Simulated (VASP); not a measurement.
# SrZnHF in VASP: single point with PBE

Aim: the single point of SrZnHF with PBE.

Everything below comes from runs of VASP 6.6.1. Logs are shortened: lines on timing, memory, paths and dates and some standing lists are left out, and cuts for length are marked.

**1. The cell of the first run**

The cell holds an amorphous packing of atoms, 8 atoms: a = 5.004 Å, b = 5.164 Å, c = 5.084 Å, α = 83.76°, β = 93.98°, γ = 92.21°.

**2. Single point, PBE**

INCAR

```
PREC = Accurate
ENCUT = 520
EDIFF = 1E-6
ISMEAR = -1
SIGMA = 0.1
LREAL = False
LASPH = True
NELM = 80
ALGO = Normal
ISIF = 2
LWAVE = False
LCHARG = True
GGA = PE
LELF = True
LVHAR = True
NBANDS = 40
```

KPOINTS

```
Automatic mesh
0
Gamma
  4 4 4
  0.5 0 0.5
```

POSCAR

```
SrZnHF
1.0
    4.9456270000     -0.3709250000     -0.6671950000
    0.2510040000      5.1337270000      0.5031360000
    0.3307820000      0.0424480000      5.0728730000
Sr F Zn H
2 2 2 2
Direct
    0.6535540000      0.4749710000      0.4544380000
    0.2136690000      0.6580890000      0.9117260000
    0.7200350000      0.9105220000      0.1620360000
    0.4783200000      0.2306960000      0.9182460000
    0.7179180000      0.9521130000      0.7457860000
    0.3318540000      0.9683130000      0.3884420000
    0.9547390000      0.0549820000      0.2991170000
    0.2087110000      0.1981900000      0.0751640000
```

Potentials or basis: VASP PAW PBE potentials, release 64 (Sr_sv, F, Zn, H).

The run is started by

```
$ cat potpaw_PBE.64/Sr_sv/POTCAR potpaw_PBE.64/F/POTCAR potpaw_PBE.64/Zn/POTCAR potpaw_PBE.64/H/POTCAR > POTCAR
$ mpirun -np 1 vasp_std > vasp.out
```

OUTCAR:

```text
PREC = Accurate
   ENCUT = 520
   EDIFF = 1E-6
   ISMEAR = -1
   LREAL = False
   LASPH = True
   NELM = 80
   ISIF = 2
   GGA = PE

 ion  position               nearest neighbor table
   1  0.654  0.475  0.454-   3 2.58   4 2.73   7 2.90   5 2.95   5 3.01   6 3.04   6 3.06   4 3.18
                             3 3.45   2 3.48   2 3.53   2 3.68   2 4.08   2 5.09
   2  0.214  0.658  0.912-   8 2.43   4 2.61   5 2.98   8 3.00   5 3.02   6 3.04   6 3.06   3 3.07
                             4 3.20   3 3.24   1 3.48   1 3.53   1 3.68   1 4.08   1 5.09
   3  0.720  0.911  0.162-   5 2.10   6 2.37   1 2.58   2 3.07   2 3.24   1 3.45
   4  0.478  0.231  0.918-   5 2.20   2 2.61   1 2.73   1 3.18   2 3.20
   5  0.718  0.952  0.746-   3 2.10   4 2.20   6 2.56   1 2.95   2 2.98   1 3.01   2 3.02
   6  0.332  0.968  0.388-   8 1.96   7 1.97   3 2.37   5 2.56   2 3.04   1 3.04   1 3.06   2 3.06

   7  0.955  0.055  0.299-   6 1.97   1 2.90
   8  0.209  0.198  0.075-   6 1.96   2 2.43   2 3.00

  LATTYP: Found a triclinic cell.
 ALAT       =     8.3857141624
 B/A-ratio  =     1.3123904245
 C/A-ratio  =     0.5967523145
 COS(alpha) =     0.0042248534
 COS(beta)  =     0.5785015408
 COS(gamma) =     0.7678247215

  Lattice vectors:

 A1 = (   5.0254050000,  -5.4622040000,   3.9025420000)
 A2 = (  -0.1712260000, -10.2250060000,   4.0666010000)
 A3 = (   4.9456270000,  -0.3709250000,  -0.6671950000)

Analysis of symmetry for initial positions (statically):
=====================================================================
 Subroutine PRICEL returns:
 Original cell was already a primitive cell.

 Routine SETGRP: Setting up the symmetry group for a
 triclinic supercell.

 Subroutine GETGRP returns: Found  1 space group operations
 (whereof  1 operations were pure point group operations)
 out of a pool of  2 trial point group operations.

The static configuration has the point symmetry C_1 .

Analysis of symmetry for dynamics (positions and initial velocities):
=====================================================================
 Subroutine PRICEL returns:
 Original cell was already a primitive cell.

 Routine SETGRP: Setting up the symmetry group for a
 triclinic supercell.

 Subroutine GETGRP returns: Found  1 space group operations
 (whereof  1 operations were pure point group operations)
 out of a pool of  2 trial point group operations.

The dynamic configuration has the point symmetry C_1 .

[... 115 lines left out ...]
   NFREE  =      0    steps in history (QN), initial steepest desc. (CG)
   ISIF   =      2    stress and relaxation
   ISYM   =      2    0-nonsym 1-usesym 2-fastsym
   POTIM  = 0.5000    time-step for ionic-motion
   TEBEG  =    0.0;   TEEND  =   0.0 temperature during run
   PSTRESS=    0.0 pullay stress
   NELECT =      60.0000    total number of electrons
   NUPDOWN=      -1.0000    fix difference up-down
   EMIN   =  10.00;   EMAX   =-10.00  energy-range for DOS
   EFERMI =   0.00;   METHOD = LEGACY
   ISMEAR =    -1;   SIGMA  =   0.10  broadening in eV -4-tet -1-fermi 0-gaus
   EFERMI_NEDOS =   21; number of points for ismear=-14 and -15
   IALGO  =     38    algorithm
   IMIX   =      4    mixing-type and parameters
     AMIX     =   0.40;   BMIX     =  1.00
     AMIX_MAG =   1.60;   BMIX_MAG =  1.00
  volume/ion in A,a.u.               =      16.28       109.85
  Fermi-wavevector in a.u.,A,eV,Ry     =   1.264416  2.389399 21.752273  1.598747
  Thomas-Fermi vector in A             =   2.397722
   LORBIT       =      0    0 simple, 1 ext, 2 COOP (PROOUT), +10 PAW based schemes
   GGA     = PE    functional components
   LHFCALC =     F    Hartree Fock is set to
   AEXX    =    0.0000 exact exchange contribution
   IVDW    =     0    specifies the selected vdW correction
   LEPSILON=     F    determine dielectric tensor
   LRPA    =     F    only Hartree local field effects (RPA)
 non-spin polarized calculation
  energy-cutoff  :      520.00
  volume of cell :      130.23
 maximum number of plane-waves:      3525
 NGX is ok and might be reduce to    40
   NGX = 19   NGY = 19   NGZ = 19

 number of electron      59.9999986 magnetization

 Free energy of the ion-electron system (eV)
  ---------------------------------------------------
  ext. energy  EPLUGINS =         0.00000000
  ---------------------------------------------------
  free energy    TOTEN  =       -19.70655768 eV

  energy without entropy =      -19.58032101  energy(sigma->0) =      -19.64343934

 E-fermi :   2.8744     XC(G=0):  -9.4876

 val. band max:        2.8281115117   @ k =  -0.1250   0.0000   0.1250
 cond. band min:       2.8791713336   @ k =   0.3750  -0.2500   0.1250
 fundamental gap:      0.0510598219
 Fermi energy:         2.8743759853

 k-point     1 :       0.1250    0.0000    0.1250
  band No.  band energies     occupation
      1     -33.2323      2.00000
      2     -33.0903      2.00000
      3     -22.0292      2.00000
      4     -21.4201      2.00000
      5     -15.4789      2.00000
      6     -15.3951      2.00000
[... 1021 lines left out ...]
     39       7.0399      0.00000
     40       7.5660      0.00000

 [... further k-points ...]

------------------------ aborting loop because EDIFF is reached ----------------------------------------

  FORCE on cell =-STRESS in cart. coord.  units (eV):
  Direction    XX          YY          ZZ          XY          YZ          ZX
  --------------------------------------------------------------------------------------
  -------------------------------------------------------------------------------------
  Total        7.9015392      3.7364635      8.0392774     -0.8469544     -0.6264625      0.4022034
  in kB       97.2111610     45.9690128     98.9057277    -10.4199221     -7.7072514      4.9482337
  external PRESSURE =      80.6953005 kB  Pullay stress =       0.0000000 kB

 VOLUME and BASIS-vectors are now :
 -----------------------------------------------------------------------------
  energy-cutoff  :      520.00
  volume of cell :      130.23
      direct lattice vectors                 reciprocal lattice vectors
     4.945627000 -0.370925000 -0.667195000     0.199813260 -0.008499543 -0.012957912
     0.251004000  5.133727000  0.503136000     0.014231400  0.194344764 -0.002554181
     0.330782000  0.042448000  5.072873000     0.024868369 -0.020393316  0.195676029

 POSITION                                       TOTAL-FORCE (eV/Angst)
 -----------------------------------------------------------------------------------
      3.50177      2.21524      2.10823         0.629940     -0.169093     -0.670585
      1.52349      3.33790      4.81362        -0.185919     -0.184692      0.372186
      3.84317      4.41417      0.79970         0.298810     -1.475888      0.139649
      2.72724      1.04589      4.45508         0.793716      1.958094     -1.573269
      4.03623      4.65325      3.78333         0.313756      0.002387     -0.295279
      2.01277      4.86445      2.23630        -1.635162      0.345976      0.241146
      4.83453     -0.05918      0.90805         0.750684      0.039851      0.459864
      1.10682      0.94323      0.34176        -0.965826     -0.516636      1.326289
 -----------------------------------------------------------------------------------
    total drift:                               -0.001169      0.001405      0.000406

  FREE ENERGIE OF THE ION-ELECTRON SYSTEM (eV)
  ---------------------------------------------------
  free  energy   TOTEN  =       -19.7065576772 eV

  energy  without entropy=      -19.5803210085  energy(sigma->0) =      -19.64343934
```

OSZICAR:

```text
N       E                     dE             d eps       ncg     rms          rms(c)
DAV:   1     0.590823251565E+03    0.59082E+03   -0.28269E+04  2560   0.168E+03
DAV:   2     0.575365825890E+02   -0.53329E+03   -0.50483E+03  2616   0.432E+02
DAV:   3    -0.158797718373E+02   -0.73416E+02   -0.71757E+02  3008   0.155E+02
DAV:   4    -0.215007732989E+02   -0.56210E+01   -0.55855E+01  3904   0.324E+01
DAV:   5    -0.216536499524E+02   -0.15288E+00   -0.15277E+00  3472   0.511E+00    0.241E+01
DAV:   6    -0.196935948400E+02    0.19601E+01   -0.88978E+00  3520   0.326E+01    0.158E+01
DAV:   7    -0.196985415274E+02   -0.49467E-02   -0.17607E+00  3768   0.111E+01    0.745E+00
DAV:   8    -0.197206387249E+02   -0.22097E-01   -0.38577E-01  3136   0.365E+00    0.108E+00
DAV:   9    -0.197042332396E+02    0.16405E-01   -0.73093E-02  4176   0.326E+00    0.357E-01
DAV:  10    -0.197066179944E+02   -0.23848E-02   -0.21386E-02  2872   0.819E-01    0.208E-01
DAV:  11    -0.197063927347E+02    0.22526E-03   -0.20983E-03  3856   0.533E-01    0.731E-02
DAV:  12    -0.197065366154E+02   -0.14388E-03   -0.63172E-04  3168   0.255E-01    0.384E-02
DAV:  13    -0.197065529139E+02   -0.16298E-04   -0.11724E-04  3584   0.112E-01    0.131E-02
DAV:  14    -0.197065563394E+02   -0.34254E-05   -0.19512E-05  3048   0.403E-02    0.666E-03
DAV:  15    -0.197065577430E+02   -0.14036E-05   -0.70146E-06  3480   0.268E-02    0.421E-03
DAV:  16    -0.197065576772E+02    0.65726E-07   -0.85131E-07  1808   0.111E-02
   1 F= -.19706558E+02 E0= -.19643439E+02  d E =-.126237E+00
```

stdout:

```text
POSCAR found type information on POSCAR SrF ZnH
 POSCAR found :  4 types and       8 ions
 scaLAPACK will be used
 LDA part: xc-table for (Slater+PW92), standard interpolation
 POSCAR, INCAR and KPOINTS ok, starting setup
 FFT: planning ... GRIDC
 FFT: planning ... GRID_SOFT
 FFT: planning ... GRID
 WAVECAR not read
 entering main loop
```

It took 2.1 min on 1 thread of AMD EPYC 9R14 (Zen 4), shared host; peak memory 0.31 GiB.

Results:

```yaml
Free_energy: -19.7066 eV
Pressure: 8.1 GPa
Largest_force: 2.634 eV/Å
Band_gap_on_the_k_mesh: zero (band 30 reaches 3.05 eV, above the bottom of band 31 at 2.49 eV)
```

Forces in eV/Å, atoms in the order of the input:
```
Sr   0.630 -0.169 -0.671
Sr  -0.186 -0.185  0.372
F    0.299 -1.476  0.140
F    0.794  1.958 -1.573
Zn   0.314  0.002 -0.295
Zn  -1.635  0.346  0.241
H    0.751  0.040  0.460
H   -0.966 -0.517  1.326
```

Stress tensor (GPa, compression positive):
```
 9.72 -1.04  0.49
-1.04  4.60 -0.77
 0.49 -0.77  9.89
```
